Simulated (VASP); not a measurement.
# MoP (so) (P-6m2) in VASP: single point with PBE

Aim: the single point of MoP (so) with PBE.

Everything below comes from runs of VASP 6.6.1. Logs are shortened: lines on timing, memory, paths and dates and some standing lists are left out, and cuts for length are marked.

### Step 1. The cell of the first run

It takes space group P-6m2 (No. 187, hexagonal). Conventional cell: a = 3.120 Å, b = 3.120 Å, c = 3.138 Å, α = 90.00°, β = 90.00°, γ = 120.00°. Mo (site symmetry -6m2) has 6 P at 2.39 Å and 8 Mo at 3.12 to 3.14 Å within 3.2 Å. P (site symmetry -6m2) has 6 Mo at 2.39 Å and 8 P at 3.12 to 3.14 Å within 3.2 Å.

### Step 2. Single point, PBE, non-collinear spin, zero start, spin-orbit coupling (volume scaled by 0.91, then relaxed in part)

Input file INCAR:

```
  PREC = Accurate
  ENCUT = 500
  EDIFF = 1E-6
  ISMEAR = 0
  SIGMA = 0.1
  LREAL = False
  LASPH = True
  NELM = 200
  ALGO = Normal
  ISIF = 2
  LWAVE = False
  LCHARG = False
  MAGMOM = 0 0 0 0 0 0
  LORBIT = 11
  LSORBIT = True
  GGA_COMPAT = False
  LORBMOM = True
  LMAXMIX = 4
  GGA = PE
  NBANDS = 31
```

Input file KPOINTS:

```
regular mesh
0
Gamma
  15 15 14
```

Input file POSCAR:

```
MoP
1.0
    3.1197781366      0.0000000000      0.0000000000
   -1.5598890683      2.7018071205      0.0000000000
    0.0000000000      0.0000000000      3.1383070293
Mo P
1 1
Direct
    0.0000000000      0.0000000000      0.0000000000
    0.3333333333      0.6666666667      0.5000000000
```

Potentials or basis: VASP PAW PBE potentials, release 64 (Mo_sv, P).

Command:

```bash
$ cat potpaw_PBE.64/Mo_sv/POTCAR potpaw_PBE.64/P/POTCAR > POTCAR
$ mpirun -np 1 vasp_ncl > vasp.out
```

OUTCAR:

```text
PREC = Accurate
   ENCUT = 500
   EDIFF = 1E-6
   ISMEAR = 0
   LREAL = False
   LASPH = True
   NELM = 200
   ISIF = 2
   LORBIT = 11
   LSORBIT = True
   GGA = PE

 ion  position               nearest neighbor table
   1  0.000  0.000  0.000-   2 2.39   2 2.39   2 2.39   2 2.39   2 2.39   2 2.39
   2  0.333  0.667  0.500-   1 2.39   1 2.39   1 2.39   1 2.39   1 2.39   1 2.39

  LATTYP: Found a hexagonal cell.
 ALAT       =     3.1197781366
 C/A-ratio  =     1.0059391700

  Lattice vectors:

 A1 = (   3.1197781366,   0.0000000000,   0.0000000000)
 A2 = (  -1.5598890683,   2.7018071205,   0.0000000000)
 A3 = (   0.0000000000,   0.0000000000,   3.1383070293)

Analysis of symmetry for initial positions (statically):
=====================================================================
 Subroutine PRICEL returns:
 Original cell was already a primitive cell.

 Routine SETGRP: Setting up the symmetry group for a
 hexagonal supercell.

 Subroutine GETGRP returns: Found 12 space group operations
 (whereof 12 operations were pure point group operations)
 out of a pool of 24 trial point group operations.

The static configuration has the point symmetry D_3h.

Analysis of symmetry for dynamics (positions and initial velocities):
=====================================================================
 Subroutine PRICEL returns:
 Original cell was already a primitive cell.

 Routine SETGRP: Setting up the symmetry group for a
 hexagonal supercell.

 Subroutine GETGRP returns: Found 12 space group operations
 (whereof 12 operations were pure point group operations)
 out of a pool of 24 trial point group operations.

The dynamic configuration has the point symmetry D_3h.

Analysis of structural, dynamic, and magnetic symmetry:
=====================================================================
 Subroutine PRICEL returns:
 Original cell was already a primitive cell.

 Routine SETGRP: Setting up the symmetry group for a
 hexagonal supercell.

 Subroutine GETGRP returns: Found 12 space group operations
 (whereof 12 operations were pure point group operations)
 out of a pool of 24 trial point group operations.

The overall configuration has the point symmetry D_3h.

 Subroutine INISYM returns: Found 12 space group operations
 (whereof 12 operations are pure point group operations),
 and found     1 'primitive' translations

----------------------------------------------------------------------------------------

                                     Primitive cell

  volume of cell :      26.4529

  direct lattice vectors                    reciprocal lattice vectors
     3.119778137  0.000000000  0.000000000     0.320535614  0.185061323  0.000000000
    -1.559889068  2.701807120  0.000000000     0.000000000  0.370122646  0.000000000
     0.000000000  0.000000000  3.138307029     0.000000000  0.000000000  0.318643138

  length of vectors
     3.119778137  3.119778137  3.138307029     0.370122646  0.370122646  0.318643138

  position of ions in fractional coordinates (direct lattice)
     0.000000000  0.000000000  0.000000000
     0.333333333  0.666666667  0.500000000

  ion indices of the primitive-cell ions
   primitive index   ion index
                 1           1
                 2           2

----------------------------------------------------------------------------------------

 KPOINTS: regular mesh

Automatic generation of k-mesh.
 Grid dimensions read from file:
 generate k-points for:   15   15   14

 Generating k-lattice:

  Cartesian coordinates                     Fractional coordinates (reciprocal lattice)
     0.021369041  0.012337422  0.000000000     0.066666667  0.000000000  0.000000000
     0.000000000  0.024674843  0.000000000     0.000000000  0.066666667  0.000000000
     0.000000000  0.000000000  0.022760224     0.000000000  0.000000000  0.071428571

  Length of vectors
[... 90 lines left out ...]
   NGX = 11   NGY = 11   NGZ = 11

 number of electron      19.0000003 magnetization      -0.0000000      0.0000000      0.0000000

 number of electron      19.0000003 magnetization       0.0000000     -0.0000000     -0.0000000

 number of electron      19.0000003 magnetization       0.0000000      0.0000000      0.0000000

 number of electron      19.0000003 magnetization      -0.0000000     -0.0000000     -0.0000000

 Free energy of the ion-electron system (eV)
  ---------------------------------------------------
  ext. energy  EPLUGINS =         0.00000000
  ---------------------------------------------------
  free energy    TOTEN  =       -17.57830455 eV

  energy without entropy =      -17.57404321  energy(sigma->0) =      -17.57617388

 E-fermi :  13.2362     XC(G=0): -13.0278

 val. band max:       13.2342398540   @ k =  -0.1333  -0.0667   0.0000
 cond. band min:      13.2403901343   @ k =  -0.0667  -0.0000  -0.0714
 fundamental gap:      0.0061502803
 Fermi energy:        13.2361748154

 k-point     1 :       0.0000    0.0000    0.0000
  band No.  band energies     occupation
      1     -47.9059      1.00000
      2     -47.9059      1.00000
      3     -23.5570      1.00000
      4     -23.5570      1.00000
      5     -21.2138      1.00000
      6     -21.2138      1.00000
[... 805 lines left out ...]
     30      23.2273      0.00000
     31      25.1268      0.00000

 [... further k-points ...]
[... 5 lines left out ...]
  --------------------------------------------------------------------------------------
  -------------------------------------------------------------------------------------
  Total        4.1379215      4.1379215      4.1338341      0.0000000      0.0000000      0.0000000
  in kB      250.6220931    250.6220931    250.3745276      0.0000000      0.0000000      0.0000000
  external PRESSURE =     250.5395713 kB  Pullay stress =       0.0000000 kB

 VOLUME and BASIS-vectors are now :
 -----------------------------------------------------------------------------
  energy-cutoff  :      500.00
  volume of cell :       26.45
      direct lattice vectors                 reciprocal lattice vectors
     3.119778137  0.000000000  0.000000000     0.320535614  0.185061323  0.000000000
    -1.559889068  2.701807120  0.000000000     0.000000000  0.370122646  0.000000000
     0.000000000  0.000000000  3.138307029     0.000000000  0.000000000  0.318643138

 POSITION                                       TOTAL-FORCE (eV/Angst)
 -----------------------------------------------------------------------------------
      0.00000      0.00000      0.00000         0.000000      0.000000      0.000000
     -0.00000      1.80120      1.56915        -0.000000      0.000000      0.000000
 -----------------------------------------------------------------------------------
    total drift:                                0.000000     -0.000000     -0.000000

  FREE ENERGIE OF THE ION-ELECTRON SYSTEM (eV)
  ---------------------------------------------------
  free  energy   TOTEN  =       -17.5783045532 eV

  energy  without entropy=      -17.5740432143  energy(sigma->0) =      -17.57617388

 orbital moment (x)

 # of ion     p       d       tot
 ----------------------------------------
  1         0.000  -0.000  -0.000
  2         0.000   0.000   0.000
 ----------------------------------------
            0.000  -0.000  -0.000

 orbital moment (y)

 # of ion     p       d       tot
 ----------------------------------------
  1        -0.000  -0.000  -0.000
  2         0.000   0.000   0.000
 ----------------------------------------
            0.000  -0.000  -0.000

 orbital moment (z)

 # of ion     p       d       tot
 ----------------------------------------
  1         0.000  -0.000  -0.000
  2         0.000   0.000   0.000
 ----------------------------------------
            0.000  -0.000  -0.000

 Spin-Orbit-Coupling matrix elements

 Ion:    1  E_soc:     -0.1953516
 l=   1
     0.0000000    -0.0299264    -0.0302175
    -0.0299264     0.0000000    -0.0299264
    -0.0302175    -0.0299264     0.0000000
 l=   2
     0.0000000    -0.0005269     0.0000000    -0.0005269    -0.0023355
    -0.0005269     0.0000000    -0.0012973    -0.0005678    -0.0005269
     0.0000000    -0.0012973     0.0000000    -0.0012973     0.0000000
    -0.0005269    -0.0005678    -0.0012973     0.0000000    -0.0005269
    -0.0023355    -0.0005269     0.0000000    -0.0005269     0.0000000
 l=   3
     0.0000000     0.0000000     0.0000000     0.0000000     0.0000000     0.0000000     0.0000000
     0.0000000     0.0000000     0.0000000     0.0000000     0.0000000     0.0000000     0.0000000
     0.0000000     0.0000000     0.0000000     0.0000000     0.0000000     0.0000000     0.0000000
     0.0000000     0.0000000     0.0000000     0.0000000     0.0000000     0.0000000     0.0000000
     0.0000000     0.0000000     0.0000000     0.0000000     0.0000000     0.0000000     0.0000000
     0.0000000     0.0000000     0.0000000     0.0000000     0.0000000     0.0000000     0.0000000
     0.0000000     0.0000000     0.0000000     0.0000000     0.0000000     0.0000000     0.0000000

 Ion:    2  E_soc:     -0.0013362
 l=   1
     0.0000000    -0.0002207    -0.0002268
    -0.0002207     0.0000000    -0.0002207
    -0.0002268    -0.0002207     0.0000000
 l=   2
     0.0000000     0.0000000     0.0000000     0.0000000     0.0000000
     0.0000000     0.0000000     0.0000000     0.0000000     0.0000000
     0.0000000     0.0000000     0.0000000     0.0000000     0.0000000
     0.0000000     0.0000000     0.0000000     0.0000000     0.0000000
     0.0000000     0.0000000     0.0000000     0.0000000     0.0000000
 l=   3
     0.0000000     0.0000000     0.0000000     0.0000000     0.0000000     0.0000000     0.0000000
     0.0000000     0.0000000     0.0000000     0.0000000     0.0000000     0.0000000     0.0000000
     0.0000000     0.0000000     0.0000000     0.0000000     0.0000000     0.0000000     0.0000000
     0.0000000     0.0000000     0.0000000     0.0000000     0.0000000     0.0000000     0.0000000
     0.0000000     0.0000000     0.0000000     0.0000000     0.0000000     0.0000000     0.0000000
     0.0000000     0.0000000     0.0000000     0.0000000     0.0000000     0.0000000     0.0000000
     0.0000000     0.0000000     0.0000000     0.0000000     0.0000000     0.0000000     0.0000000

 total charge

# of ion       s       p       d       tot
------------------------------------------
    1        2.296   6.232   4.274  12.802
    2        1.019   1.563   0.000   2.582
--------------------------------------------------
tot          3.315   7.795   4.274  15.384

 magnetization (x)

# of ion       s       p       d       tot
------------------------------------------
    1        0.000   0.000   0.000   0.000
    2        0.000  -0.000   0.000  -0.000
--------------------------------------------------
tot          0.000  -0.000   0.000   0.000

 magnetization (y)

# of ion       s       p       d       tot
------------------------------------------
    1        0.000  -0.000  -0.000  -0.000
    2       -0.000  -0.000   0.000  -0.000
--------------------------------------------------
tot          0.000  -0.000  -0.000  -0.000

 magnetization (z)

# of ion       s       p       d       tot
------------------------------------------
    1        0.000   0.000  -0.000  -0.000
    2        0.000  -0.000   0.000  -0.000
--------------------------------------------------
tot          0.000  -0.000  -0.000  -0.000
```

It took 10 min on 1 thread of Intel Xeon 8259CL, shared host; peak memory 0.5 GiB.

Results:

```
Free energy                                           : -17.5783 eV
Pressure                                              : 25.1 GPa
Net moment                                            : 0.00 μB per cell
Valence electrons inside the program's atomic spheres : Mo 12.80; P 2.58
```

Moments on the atoms (μB; x, y, z):
```
Mo  0.00 0.00 0.00
P   0.00 0.00 0.00
```
